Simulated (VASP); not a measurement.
Wanted: the native input for a VASP 6.6.1 run.

```
Task                   : single point
Functional             : PBE
Potentials or basis    : VASP PAW PBE potentials, release 64 (Si, C)
Cutoff                 : 520 eV
k mesh                 : 12 × 12 × 12
Occupations            : gaussian, width 0.05 eV
Spin                   : no spin polarisation
Dipole correction      : no
Further INCAR settings : ALGO = Normal; EDIFF = 1e-07; NBANDS = 11
```

The structure of SiC lies in POSCAR:

```
SiC
1.0
    0.0000000000      2.1740000000      2.1740000000
    2.1740000000      0.0000000000      2.1740000000
    2.1740000000      2.1740000000      0.0000000000
Si C
1 1
Direct
   -0.0609855205      0.0000000000      0.0000000000
    0.7500000000      0.7500000000      0.7500000000
```

This cell differs from its parent crystal: all Si atoms moved +0.188 Å, as atom 1 towards its neighbour atom 1 (Si) at 3.075 Å.

These files were run (other wordings do the same):

INCAR

```
SYSTEM = SiC
PREC = Accurate ; ENCUT = 520
EDIFF = 1E-7 ; ISMEAR = 0
SIGMA = 0.05 ; LREAL = .FALSE.
LASPH = .TRUE. ; NELM = 80
ALGO = Normal ; ISIF = 2
LWAVE = .FALSE. ; LCHARG = .FALSE.
GGA = PE ; NBANDS = 11
```

KPOINTS

```
Automatic mesh
0
G
  12 12 12
  0 0 0
```

Potentials or basis: VASP PAW PBE potentials, release 64 (Si, C).

Launch:

```sh
$ cat potpaw_PBE.64/Si/POTCAR potpaw_PBE.64/C/POTCAR > POTCAR
$ mpirun -np 1 vasp_std > vasp.out
```

It gave:

```yaml
Pressure: 9.1 GPa
Largest_force: 3.962 eV/Å
Band_gap_on_the_k_mesh: 0.48 eV, indirect (least direct gap 4.15 eV)
```

Caveat: the cell differs from its parent crystal (all Si atoms moved +0.188 Å, as atom 1 towards its neighbour atom 1 (Si) at 3.075 Å); forces of over 1 eV/Å act on the atoms, so gaps and moduli don't describe the material at rest.

Wall time 36 s on 1 thread of Intel(R) Xeon(R) Platinum 8488C (Sapphire Rapids), with other jobs on the host, peak memory 0.21 GiB.
